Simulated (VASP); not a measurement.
# Ru in VASP: notebook

Ru is run at these levels: PBEsol; tasks: single point.

All numbers are computed with VASP 6.6.1; they aren't measurements. Logs are shortened: lines on timing, memory, paths and dates and some standing lists are left out, and cuts for length are marked.

**1. The cell of the first run**

The cell holds a slab with vacuum, 7 atoms: a = 2.690 Å, b = 2.690 Å, c = 27.756 Å, α = 90.00°, β = 90.00°, γ = 120.00°.

**2. Single point, PBEsol**

The input, INCAR:

```
SYSTEM = Ru
PREC = Accurate
ENCUT = 520
EDIFF = 1E-6
ISMEAR = 0
SIGMA = 0.1
LREAL = .False.
LASPH = .True.
NELM = 60
ALGO = Fast
ISIF = 2
LWAVE = .False.
LCHARG = .True.
LDIPOL = .True.
IDIPOL = 3
DIPOL = 0.5 0.5 0.500
GGA = PS
LELF = .True.
LVHAR = .True.
LVACPOTAV = .True.
NBANDS = 58
```

The input, KPOINTS:

```
regular mesh
0
Gamma
  15 15 1
  0 0 0
```

The input, POSCAR:

```
Ru
1.0
    2.6895240361      0.0000000000      0.0000000000
   -1.3447620181      2.3291961394      0.0000000000
    0.0000000000      0.0000000000     27.7557624501
Ru
7
Direct
    0.3333333333      0.6666666667      0.2702141587
    0.6666666667      0.3333333333      0.3468094391
    0.3333333333      0.6666666667      0.4234047196
    0.6666666667      0.3333333333      0.5000000000
    0.3333333333      0.6666666667      0.5765952804
    0.6666666667      0.3333333333      0.6531905609
    0.3333333333      0.6666666667      0.7297858413
```

Potentials or basis: VASP PAW PBE potentials, release 64 (Ru_pv).

The run is started by

```
cat potpaw_PBE.64/Ru_pv/POTCAR > POTCAR
mpirun -np 1 vasp_std > vasp.out
```

OUTCAR:

```text
SYSTEM = Ru
   PREC = Accurate
   ENCUT = 520
   EDIFF = 1E-6
   ISMEAR = 0
   LREAL = .False.
   LASPH = .True.
   NELM = 60
   ISIF = 2
   GGA = PS

 ion  position               nearest neighbor table
   1  0.333  0.667  0.270-   2 2.63   2 2.63   2 2.63
   2  0.667  0.333  0.347-   1 2.63   1 2.63   1 2.63   3 2.63   3 2.63   3 2.63
   3  0.333  0.667  0.423-   4 2.63   4 2.63   4 2.63   2 2.63   2 2.63   2 2.63
   4  0.667  0.333  0.500-   3 2.63   5 2.63   3 2.63   5 2.63   3 2.63   5 2.63
   5  0.333  0.667  0.577-   4 2.63   4 2.63   4 2.63   6 2.63   6 2.63   6 2.63
   6  0.667  0.333  0.653-   7 2.63   7 2.63   7 2.63   5 2.63   5 2.63   5 2.63
   7  0.333  0.667  0.730-   6 2.63   6 2.63   6 2.63

  LATTYP: Found a hexagonal cell.
 ALAT       =     2.6895240361
 C/A-ratio  =    10.3199532994

  Lattice vectors:

 A1 = (   2.6895240361,   0.0000000000,   0.0000000000)
 A2 = (  -1.3447620181,   2.3291961394,   0.0000000000)
 A3 = (   0.0000000000,   0.0000000000,  27.7557624501)

Analysis of symmetry for initial positions (statically):
=====================================================================
 Subroutine PRICEL returns:
 Original cell was already a primitive cell.

 Routine SETGRP: Setting up the symmetry group for a
 hexagonal supercell.

 Subroutine GETGRP returns: Found 12 space group operations
 (whereof 12 operations were pure point group operations)
 out of a pool of 24 trial point group operations.

The static configuration has the point symmetry D_3h.

Analysis of symmetry for dynamics (positions and initial velocities):
=====================================================================
 Subroutine PRICEL returns:
 Original cell was already a primitive cell.

 Routine SETGRP: Setting up the symmetry group for a
 hexagonal supercell.

 Subroutine GETGRP returns: Found 12 space group operations
 (whereof 12 operations were pure point group operations)
 out of a pool of 24 trial point group operations.

The dynamic configuration has the point symmetry D_3h.

 Subroutine INISYM returns: Found 12 space group operations
 (whereof 12 operations are pure point group operations),
 and found     1 'primitive' translations

----------------------------------------------------------------------------------------

[... 110 lines left out ...]
   POTIM  = 0.5000    time-step for ionic-motion
   TEBEG  =    0.0;   TEEND  =   0.0 temperature during run
   PSTRESS=    0.0 pullay stress
   NELECT =      98.0000    total number of electrons
   NUPDOWN=      -1.0000    fix difference up-down
   EMIN   =  10.00;   EMAX   =-10.00  energy-range for DOS
   EFERMI =   0.00;   METHOD = LEGACY
   ISMEAR =     0;   SIGMA  =   0.10  broadening in eV -4-tet -1-fermi 0-gaus
   EFERMI_NEDOS =   21; number of points for ismear=-14 and -15
   IALGO  =     68    algorithm
   IMIX   =      4    mixing-type and parameters
     AMIX     =   0.40;   BMIX     =  1.00
     AMIX_MAG =   1.60;   BMIX_MAG =  1.00
  volume/ion in A,a.u.               =      24.84       167.62
  Fermi-wavevector in a.u.,A,eV,Ry     =   1.352297  2.555470 24.881059  1.828706
  Thomas-Fermi vector in A             =   2.479647
   LORBIT       =      0    0 simple, 1 ext, 2 COOP (PROOUT), +10 PAW based schemes
   GGA     = PS    functional components
   LHFCALC =     F    Hartree Fock is set to
   AEXX    =    0.0000 exact exchange contribution
   IVDW    =     0    specifies the selected vdW correction
   LEPSILON=     F    determine dielectric tensor
   LRPA    =     F    only Hartree local field effects (RPA)
 non-spin polarized calculation
 RMM-DIIS sequential band-by-band and
 Gauss-broadening in eV      SIGMA  =   0.10
  energy-cutoff  :      520.00
  volume of cell :      173.87
 maximum number of plane-waves:      4755
 NGX is ok and might be reduce to    20
   NGX =  9   NGY =  9   NGZ =103

 dipolmoment           0.000000      0.000000      0.000000 electrons x Angstroem

 number of electron      98.0000015 magnetization

 dipolmoment           0.000000      0.000000     -0.000000 electrons x Angstroem

 Free energy of the ion-electron system (eV)
  ---------------------------------------------------
  ext. energy  EPLUGINS =         0.00000000
  ---------------------------------------------------
  free energy    TOTEN  =       -68.77353713 eV

  energy without entropy =      -68.73329209  energy(sigma->0) =      -68.75341461

 E-fermi :   4.6216     XC(G=0):  -8.4639

 val. band max:        4.6107467812   @ k =   0.0667   0.0667   0.0000
 cond. band min:       4.6308976948   @ k =   0.2667   0.2000   0.0000
 fundamental gap:      0.0201509136
 Fermi energy:         4.6215649519

 k-point     1 :       0.0000    0.0000    0.0000
  band No.  band energies     occupation
      1     -39.0228      2.00000
      2     -38.8948      2.00000
      3     -38.6279      2.00000
      4     -38.3231      2.00000
      5     -38.1070      2.00000
      6     -38.1070      2.00000
[... 1453 lines left out ...]
     57      10.1327      0.00000
     58      10.3585      0.00000

 [... further k-points ...]

------------------------ aborting loop because EDIFF is reached ----------------------------------------

  FORCE on cell =-STRESS in cart. coord.  units (eV):
  Direction    XX          YY          ZZ          XY          YZ          ZX
  --------------------------------------------------------------------------------------
  -------------------------------------------------------------------------------------
  Total       -4.1267973     -4.1267973     -3.5181140      0.0000000      0.0000000     -0.0000000
  in kB      -38.0267374    -38.0267374    -32.4179712      0.0000000      0.0000000     -0.0000000
  external PRESSURE =     -36.1571487 kB  Pullay stress =       0.0000000 kB

 VOLUME and BASIS-vectors are now :
 -----------------------------------------------------------------------------
  energy-cutoff  :      520.00
  volume of cell :      173.87
      direct lattice vectors                 reciprocal lattice vectors
     2.689524036  0.000000000  0.000000000     0.371813000  0.214666336  0.000000000
    -1.344762018  2.329196139  0.000000000     0.000000000  0.429332671  0.000000000
     0.000000000  0.000000000 27.755762450     0.000000000  0.000000000  0.036028554

 POSITION                                       TOTAL-FORCE (eV/Angst)
 -----------------------------------------------------------------------------------
     -0.00000      1.55280      7.50000        -0.000000     -0.000000      0.822845
      1.34476      0.77640      9.62596        -0.000000      0.000000     -0.715265
     -0.00000      1.55280     11.75192        -0.000000     -0.000000     -0.234283
      1.34476      0.77640     13.87788         0.000000      0.000000     -0.000000
     -0.00000      1.55280     16.00384         0.000000     -0.000000      0.234283
      1.34476      0.77640     18.12980        -0.000000      0.000000      0.715265
     -0.00000      1.55280     20.25576         0.000000     -0.000000     -0.822845
 -----------------------------------------------------------------------------------
    total drift:                                0.000000     -0.000000     -0.000000

  FREE ENERGIE OF THE ION-ELECTRON SYSTEM (eV)
  ---------------------------------------------------
  free  energy   TOTEN  =       -68.7735371296 eV

  energy  without entropy=      -68.7332920900  energy(sigma->0) =      -68.75341461

 vacuum level on the upper side and lower side of the slab         9.846         9.846
```

OSZICAR:

```text
N       E                     dE             d eps       ncg     rms          rms(c)
DAV:   1     0.118124363799E+04    0.11812E+04   -0.62099E+04  3588   0.171E+03
DAV:   2    -0.318509361659E+02   -0.12131E+04   -0.11792E+04  3344   0.531E+02
DAV:   3    -0.726452822182E+02   -0.40794E+02   -0.39268E+02  4176   0.932E+01
[... 22 lines left out ...]
RMM:  26    -0.687735103297E+02   -0.21226E-04   -0.21987E-05  2227   0.359E-03    0.227E-03
RMM:  27    -0.687735235360E+02   -0.13206E-04   -0.11978E-05  2005   0.259E-03    0.221E-03
RMM:  28    -0.687735305312E+02   -0.69951E-05   -0.77852E-06  1579   0.179E-03    0.161E-03
RMM:  29    -0.687735355662E+02   -0.50350E-05   -0.45380E-06  1373   0.146E-03    0.715E-04
RMM:  30    -0.687735368268E+02   -0.12607E-05   -0.34080E-06  1137   0.124E-03    0.182E-04
RMM:  31    -0.687735371296E+02   -0.30275E-06   -0.17816E-06   875   0.110E-03
   1 F= -.68773537E+02 E0= -.68753415E+02  d E =-.402450E-01
```

stdout:

```text
POSCAR found type information on POSCAR Ru
 POSCAR found :  1 types and       7 ions
 scaLAPACK will be used
 -----------------------------------------------------------------------------
|                                                                             |
[... 23 lines left out ...]
|     field-free region was found. Please increase the size of  your cell     |
|     in the dimension of the dipole correction to obtain accurate            |
|     workfunction values.                                                    |
|                                                                             |
 -----------------------------------------------------------------------------
```

Run time: 5.4 min. Hardware: 1 thread of Intel Xeon 6975P-C (Granite Rapids), shared host; peak memory 0.38 GiB.

What came out:

| Item | Value |
| --- | --- |
| Free energy | -68.7735 eV |
| Largest force | 0.823 eV/Å |
| Band gap on the k mesh | zero (band 49 reaches 6.08 eV, above the bottom of band 50 at 3.46 eV) |

Forces on the atoms (eV/Å):
```
Ru   0.000  0.000  0.823
Ru   0.000  0.000 -0.715
Ru   0.000  0.000 -0.234
Ru   0.000  0.000  0.000
Ru   0.000  0.000  0.234
Ru   0.000  0.000  0.715
Ru   0.000  0.000 -0.823
```

Caveat: the PAW data sets were made with another functional, which shifts forces and pressure a little.

**3. Single point, PBEsol**

The input, INCAR:

```
SYSTEM = Ru
ALGO = Fast
DIPOL = 0.5 0.5 0.500
EDIFF = 1E-6
ENCUT = 520
GGA = PS
IDIPOL = 3
ISIF = 2
ISMEAR = 0
LASPH = .TRUE.
LCHARG = .FALSE.
LDIPOL = .TRUE.
LREAL = .FALSE.
LWAVE = .FALSE.
NBANDS = 58
NELM = 60
PREC = Accurate
SIGMA = 0.1
```

The input, KPOINTS:

```
k-points
0
G
  15 15 1
  0 0 0
```

The input, POSCAR:

```
Ru
1.0
    2.6895240361      0.0000000000      0.0000000000
   -1.3447620181      2.3291961394      0.0000000000
    0.0000000000      0.0000000000     27.7557624501
Ru
7
Direct
    0.3333333333      0.6666666667      0.2727656269
    0.6666666667      0.3333333333      0.3463806543
    0.3333333333      0.6666666667      0.4230376727
    0.6666666667      0.3333333333      0.5000000002
    0.3333333333      0.6666666667      0.5769623250
    0.6666666667      0.3333333333      0.6536193462
    0.3333333333      0.6666666667      0.7272343748
```

Potentials or basis: VASP PAW PBE potentials, release 64 (Ru_pv).

The run is started by

```
cat potpaw_PBE.64/Ru_pv/POTCAR > POTCAR
mpirun -np 1 vasp_std > vasp.out
```

Wall time 4.7 min (1 thread of Intel Xeon 6975P-C (Granite Rapids), shared host); peak memory 0.37 GiB.

Results (log left out):

```
Free energy            : -68.8451 eV
Largest force          : 0.017 eV/Å
Band gap on the k mesh : zero (band 49 reaches 6.09 eV, above the bottom of band 50 at 3.50 eV)
```

Forces in eV/Å, atoms in the order of the input:
```
Ru   0.000  0.000 -0.017
Ru   0.000  0.000  0.010
Ru   0.000  0.000  0.004
Ru   0.000  0.000  0.000
Ru   0.000  0.000 -0.004
Ru   0.000  0.000 -0.010
Ru   0.000  0.000  0.017
```

Levels at points of the mesh, in eV from the Fermi level:
```
           k point  band 45  band 46  band 47  band 48  band 49  band 50  band 51  band 52
(0.00, 0.00, 0.00)    -2.01    -2.01    -1.73    -1.17    -1.17    -0.68    -0.68    -0.49
```

Caveat: the PAW data sets were made with another functional, which shifts forces and pressure a little.
